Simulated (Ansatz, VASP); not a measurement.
# Two plane-wave programs on P

```xyz
6
Lattice="6.1933 0.0000 0.0000 0.0000 6.1933 0.0000 0.0000 0.0000 2.4502" Properties=species:S:1:pos:R:3 pbc="T T T"
P     3.0966    3.0966    0.0000
P     0.0000    0.0000    0.0000
P     5.3904    3.8995    0.0000
P     0.8029    2.2938    0.0000
P     3.8995    0.8029    0.0000
P     2.2938    5.3904    0.0000
```

Alike in both runs: task single point; functional PBE; k mesh 6 × 6 × 16; occupations gaussian, width 0.1 eV; no spin polarisation.

|  | VASP | Ansatz |
| --- | --- | --- |
| version | VASP 6.6.1 | Ansatz 0.2.0 |
| potentials or method | VASP PAW PBE potentials, release 64 (P), cutoff 520 eV | scalar-relativistic, plane waves, PAW |
| valence electrons in the cell | 30 | 30 |

VASP gave:

- gap on the k mesh at the Fermi level (eV): none
- pressure (GPa): -0.2
- rms of the force components (eV/Å): 0.009

Problem. What did Ansatz give for the same quantities?

Solution. gap on the k mesh at the Fermi level (eV): none; pressure (GPa): 0.0; rms of the force components (eV/Å): 0.001.

Atom by atom the forces differ by 0.010 eV/Å (rms over components). A gap of «none» marks a metal or a gap that the smearing closes. The functional is the same, so the differences come from potentials, cutoffs and numerics.
